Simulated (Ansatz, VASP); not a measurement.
# TiAl3: VASP beside Ansatz

The input INCAR:

```
SYSTEM = TiAl3
  PREC = Accurate
  ENCUT = 600
  EDIFF = 1E-6
  ISMEAR = 0
  SIGMA = 0.1
  LREAL = .False.
  LASPH = .True.
  NELM = 100
  ALGO = Fast
  ISIF = 3
  LWAVE = .False.
  LCHARG = .False.
  GGA = PE
  IBRION = 2
  NSW = 100
  EDIFFG = -0.01
```

Contents of KPOINTS:

```
Automatic mesh
0
Gamma
  18 18 18
  0 0 0
```

Contents of POSCAR:

```
TiAl3
1.0
   -1.9111068200      1.9111068200      4.2806687400
    1.9111068200     -1.9111068200      4.2806687400
    1.9111068200      1.9111068200     -4.2806687400
Ti Al
1 3
Direct
    0.0000000000      0.0000000000      0.0000000000
    0.5000000000      0.5000000000      0.0000000000
    0.7500000000      0.2500000000      0.5000000000
    0.2500000000      0.7500000000      0.5000000000
```

Input for Ansatz:

```yaml
crystal:
  lattice:
    - [-1.91110682, 1.91110682, 4.28066874]
    - [1.91110682, -1.91110682, 4.28066874]
    - [1.91110682, 1.91110682, -4.28066874]
  atoms:
    - { symbol: Ti, position: [0.0, 0.0, 0.0] }
    - { symbol: Al, position: [0.5, 0.5, 0.0] }
    - { symbol: Al, position: [0.75, 0.25, 0.5] }
    - { symbol: Al, position: [0.25, 0.75, 0.5] }
basis:
  ecutwfc: 420
kpoints:
  mp_grid: { grid: [18, 18, 18] }
hamiltonian:
  xc: pbe
scf:
  occupations: { method: gaussian, width: 0.1 }
output:
  forces: true
  stress: true
  eigenvalues: true
relax:
  adjacent_minimum: "off"
  f_tol: 0.01
  max_steps: 80
  cell: { stress_tol: 0.05 }
```

Alike in both runs: task relaxation of cell and atoms; functional PBE; k mesh 18 × 18 × 18; occupations gaussian, width 0.1 eV; no spin polarisation.

```csv
,VASP,Ansatz
version,VASP 6.6.1,Ansatz 0.2.0
potentials or method,"VASP PAW PBE potentials, release 64 (Ti_sv, Al), cutoff 600 eV","scalar-relativistic, plane waves, PAW"
valence electrons in the cell,21,21
```

Ansatz gave:

| Item | Value |
| --- | --- |
| gap on the k mesh at the Fermi level, each at its own relaxed structure (eV) | none |
| relaxed volume (Å³/atom) | 15.94 |
| relaxed length of the cell vector where the two differ most in proportion (Å) | 5.097 |

Problem. Which values does VASP return?

Solution. gap on the k mesh at the Fermi level, each at its own relaxed structure (eV): none; relaxed volume (Å³/atom): 15.93; relaxed length of the cell vector where the two differ most in proportion (Å): 5.095.

A gap of «none» marks a metal or a gap that the smearing closes.
